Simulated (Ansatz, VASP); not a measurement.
**K4Li2Be: VASP beside Ansatz**

```
Be K Li
1.0
     2.76421    4.78775    0.00000
    -2.76421    4.78775    0.00000
     0.00000   -3.19183    8.36946
Be K Li
1 4 2
Direct
  0.00000 0.00000 0.00000
  0.37615 0.37615 0.12845
  0.62385 0.62385 0.87155
  0.20833 0.20833 0.62499
  0.79167 0.79167 0.37501
  0.07985 0.07985 0.23955
  0.92015 0.92015 0.76045
```

Alike in both runs: task single point; functional r2SCAN; k mesh 7 × 7 × 7; no spin polarisation.

|  | VASP | Ansatz |
| --- | --- | --- |
| version | VASP 6.6.1 | Ansatz 0.2.0 |
| potentials or method | VASP PAW PBE potentials, release 64 (Be, K_sv, Li_sv), cutoff 520 eV | PAW plane waves |
| occupations | fermi-dirac, width 0.1 eV | fermi-dirac |
| valence electrons in the cell | 44 | 44 |

|  | VASP | Ansatz | Ansatz less VASP |
| --- | --- | --- | --- |
| rms of the force components (eV/Å) | 0.493 | 0.481 | -0.0119 |

VASP's potentials were made for PBE, not for r2SCAN. Ansatz's warnings: structure snapped to symmetry.

Noted on VASP's run: the cutoff is under 1.25 times that of the potentials, so the pressure is a little rough.
